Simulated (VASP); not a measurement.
# W (I4/mmm) in VASP: a series of runs, part 2 of 2

VASP 6.6.1.

## (3) Single point, LDA (14.93 Å³/atom)

INCAR reads:

```
PREC = Accurate
ENCUT = 520
EDIFF = 1E-7
ISMEAR = 0
SIGMA = 0.15
LREAL = F
LASPH = T
NELM = 80
ALGO = Fast
ISIF = 2
LWAVE = F
LCHARG = F
GGA = CA
NBANDS = 13
```

KPOINTS reads:

```
Automatic mesh
0
Gamma
  22 22 22
```

POSCAR reads:

```
W
1.0
    0.0000000000      2.1292906648      1.6459416839
    2.1292906648      0.0000000000      1.6459416839
    2.1292906648      2.1292906648      0.0000000000
W
1
Direct
    0.0000000000      0.0000000000      0.0000000000
```

Potentials or basis: VASP PAW LDA potentials, release 64 (W_sv).

Started as:

```
> cat potpaw_LDA.64/W_sv/POTCAR > POTCAR
> mpirun -np 1 vasp_std > vasp.out
```

OUTCAR:

```text
PREC = Accurate
   ENCUT = 520
   EDIFF = 1E-7
   ISMEAR = 0
   LREAL = F
   LASPH = T
   NELM = 80
   ISIF = 2
   GGA = CA

 ion  position               nearest neighbor table
   1  0.000  0.000  0.000-

  LATTYP: Found a body centered tetragonal cell.
 ALAT       =     3.0112717364
 C/A-ratio  =     1.0931870837

  Lattice vectors:

 A1 = (   0.0000000000,  -2.1292906648,  -1.6459416839)
 A2 = (   0.0000000000,   2.1292906648,  -1.6459416839)
 A3 = (   2.1292906648,   0.0000000000,   1.6459416839)

[... 562 lines left out ...]
     13      30.8230      0.00000

 [... further k-points ...]

------------------------ aborting loop because EDIFF is reached ----------------------------------------

  FORCE on cell =-STRESS in cart. coord.  units (eV):
  Direction    XX          YY          ZZ          XY          YZ          ZX
  --------------------------------------------------------------------------------------
  -------------------------------------------------------------------------------------
  Total        2.2797729      2.2797729     -0.3688908      0.0000000     -0.0000000      0.0000000
  in kB      244.7303451    244.7303451    -39.5999024      0.0000000     -0.0000000      0.0000000
  external PRESSURE =     149.9535959 kB  Pullay stress =       0.0000000 kB

 VOLUME and BASIS-vectors are now :
 -----------------------------------------------------------------------------
  energy-cutoff  :      520.00
  volume of cell :       14.93
      direct lattice vectors                 reciprocal lattice vectors
     0.000000000  2.129290665  1.645941684    -0.234819984  0.234819984  0.303777470
     2.129290665  0.000000000  1.645941684     0.234819984 -0.234819984  0.303777470
     2.129290665  2.129290665  0.000000000     0.234819984  0.234819984 -0.303777470

 POSITION                                       TOTAL-FORCE (eV/Angst)
 -----------------------------------------------------------------------------------
      0.00000      0.00000      0.00000         0.000000     -0.000000     -0.000000
 -----------------------------------------------------------------------------------
    total drift:                                0.000000     -0.000000     -0.000000

  FREE ENERGIE OF THE ION-ELECTRON SYSTEM (eV)
  ---------------------------------------------------
  free  energy   TOTEN  =       -13.9983222582 eV

  energy  without entropy=      -13.9919414701  energy(sigma->0) =      -13.99513186
```

Run time: 2 min. Hardware: 1 thread of Intel Xeon Platinum 8375C at 2.90GHz (Ice Lake), shared host; peak memory 0.25 GiB.

What came out:

```
Free energy            : -13.9983 eV
Pressure               : 15.0 GPa
Band gap on the k mesh : zero (bands 7 and 8 overlap by 6.32 eV)
```

Stress tensor (GPa, compression positive):
```
24.47  0.00  0.00
 0.00 24.47  0.00
 0.00  0.00 -3.96
```

Levels at points of the mesh, in eV from the Fermi level:
```csv
k point,band 3,band 4,band 5,band 6,band 7,band 8,band 9,band 10,band 11,band 12
"(0.00, 0.00, 0.00)",-37.37,-37.37,-9.87,-1.67,-1.67,-0.49,1.43,3.03,13.68,15.38
"(0.50, 0.00, 0.00)",-37.83,-37.38,-6.65,-3.41,0.86,1.27,3.54,6.48,11.84,11.84
"(0.50, 0.50, 0.00)",-38.37,-38.37,-6.49,-6.20,5.34,5.76,5.76,7.30,9.68,9.68
"(0.50, 0.00, 0.50)",-37.97,-37.48,-6.68,-4.65,1.60,3.38,3.93,6.86,11.60,12.64
```

Caveat: the cell stands under pressure; spin-orbit coupling is left out, which moves the levels of the heavy elements.

## (4) Single point, LDA (14.93 Å³/atom)

INCAR reads:

```
SYSTEM = W
ALGO = Fast
EDIFF = 1E-6
ENCUT = 520
ISIF = 2
ISMEAR = 0
LASPH = .True.
LCHARG = .False.
LREAL = .False.
LWAVE = .False.
NBANDS = 13
NELM = 60
PREC = Accurate
SIGMA = 0.15
```

KPOINTS reads:

```
k-points
0
Gamma
  22 22 22
  0 0 0
```

POSCAR reads:

```
W
1.0
    0.0000000000      2.0930090132      1.7035000358
    2.0930090132      0.0000000000      1.7035000358
    2.0930090132      2.0930090132      0.0000000000
W
1
Direct
    0.0000000000      0.0000000000      0.0000000000
```

Potentials or basis: VASP PAW LDA potentials, release 64 (W_sv).

Started as:

```
> cat potpaw_LDA.64/W_sv/POTCAR > POTCAR
> mpirun -np 1 vasp_std > vasp.out
```

OUTCAR:

```text
SYSTEM = W
   EDIFF = 1E-6
   ENCUT = 520
   ISIF = 2
   ISMEAR = 0
   LASPH = .True.
   LREAL = .False.
   NELM = 60
   PREC = Accurate

 ion  position               nearest neighbor table
   1  0.000  0.000  0.000-

  LATTYP: Found a body centered tetragonal cell.
 ALAT       =     2.9599617326
 C/A-ratio  =     1.1510284184

  Lattice vectors:

 A1 = (   0.0000000000,  -2.0930090132,  -1.7035000358)
[... 564 lines left out ...]
     12      24.5887      0.00000
     13      31.0596      0.00000

 [... further k-points ...]

------------------------ aborting loop because EDIFF is reached ----------------------------------------

  FORCE on cell =-STRESS in cart. coord.  units (eV):
  Direction    XX          YY          ZZ          XY          YZ          ZX
  --------------------------------------------------------------------------------------
  -------------------------------------------------------------------------------------
  Total        2.6521306      2.6521306     -0.6879656      0.0000000     -0.0000000     -0.0000000
  in kB      284.7024140    284.7024140    -73.8521181      0.0000000     -0.0000000     -0.0000000
  external PRESSURE =     165.1842367 kB  Pullay stress =       0.0000000 kB

 VOLUME and BASIS-vectors are now :
 -----------------------------------------------------------------------------
  energy-cutoff  :      520.00
  volume of cell :       14.93
      direct lattice vectors                 reciprocal lattice vectors
     0.000000000  2.093009013  1.703500036    -0.238890514  0.238890514  0.293513349
     2.093009013  0.000000000  1.703500036     0.238890514 -0.238890514  0.293513349
     2.093009013  2.093009013  0.000000000     0.238890514  0.238890514 -0.293513349

 POSITION                                       TOTAL-FORCE (eV/Angst)
 -----------------------------------------------------------------------------------
      0.00000      0.00000      0.00000        -0.000000      0.000000     -0.000000
 -----------------------------------------------------------------------------------
    total drift:                                0.000000      0.000000      0.000000

  FREE ENERGIE OF THE ION-ELECTRON SYSTEM (eV)
  ---------------------------------------------------
  free  energy   TOTEN  =       -13.8923868723 eV

  energy  without entropy=      -13.8849547947  energy(sigma->0) =      -13.88867083
```

stdout:

```text
POSCAR found type information on POSCAR W
 POSCAR found :  1 types and       1 ions
 scaLAPACK will be used
 LDA part: xc-table for (Slater(with rela. corr.)+CA(PZ))
 , standard interpolation
 POSCAR, INCAR and KPOINTS ok, starting setup
 FFT: planning ... GRIDC
 FFT: planning ... GRID_SOFT
 FFT: planning ... GRID
 WAVECAR not read
 entering main loop
WARNING in EDDRMM: call to ZHEGV failed, returncode =   8  4     12
```

Wall time 2.5 min (1 thread of Intel Xeon Platinum 8375C at 2.90GHz (Ice Lake), shared host); peak memory 0.25 GiB.

Results:

* Free energy: -13.8924 eV
* Pressure: 16.5 GPa
* Band gap on the k mesh: zero (bands 7 and 8 overlap by 6.25 eV)

Levels at points of the mesh, in eV from the Fermi level:
```tsv
k point	band 4	band 5	band 6	band 7	band 8	band 9	band 10	band 11
(0.00, 0.00, 0.00)	-37.35	-9.85	-1.71	-1.71	0.06	0.90	3.25	13.25
(0.50, 0.00, 0.00)	-37.37	-6.62	-3.07	0.63	0.79	3.87	6.28	11.69
(0.50, 0.50, 0.00)	-38.27	-6.54	-6.08	5.24	5.88	5.88	6.46	10.17
(0.50, 0.00, 0.50)	-37.52	-6.67	-4.97	1.93	3.97	4.33	6.90	11.62
```

Caveat: the cell stands under pressure; spin-orbit coupling is left out, which moves the levels of the heavy elements.

## (5) Summary

| cell | further INCAR settings | gap on the mesh (eV) | pressure (GPa) |
| --- | --- | --- | --- |
| a = 2.853, b = 2.853, c = 2.625 Å, angles 62.6, 62.6, 54.8°, 1 atom | ALGO = Fast; EDIFF = 1e-07; NBANDS = 13 | none | 20.6 |
| a = 2.691, b = 2.691, c = 3.011 Å, angles 56.0, 56.0, 68.0°, 1 atom | ALGO = Fast; EDIFF = 1e-07; NBANDS = 13 | none | 15.0 |
| a = 2.699, b = 2.699, c = 2.960 Å, angles 56.7, 56.7, 66.5°, 1 atom | ALGO = Fast; EDIFF = 1e-06; NBANDS = 13 | none | 16.5 |

Alike in all rows: task single point; level LDA; potentials or basis VASP PAW LDA potentials, release 64 (W_sv); no spin polarisation; k mesh 22 × 22 × 22; cutoff (eV) 520; smearing gaussian 0.15 eV.

Caveats: the cell stands under pressure; spin-orbit coupling is left out, which moves the levels of the heavy elements.

Absolute energies hang on the potentials; compare differences alone.
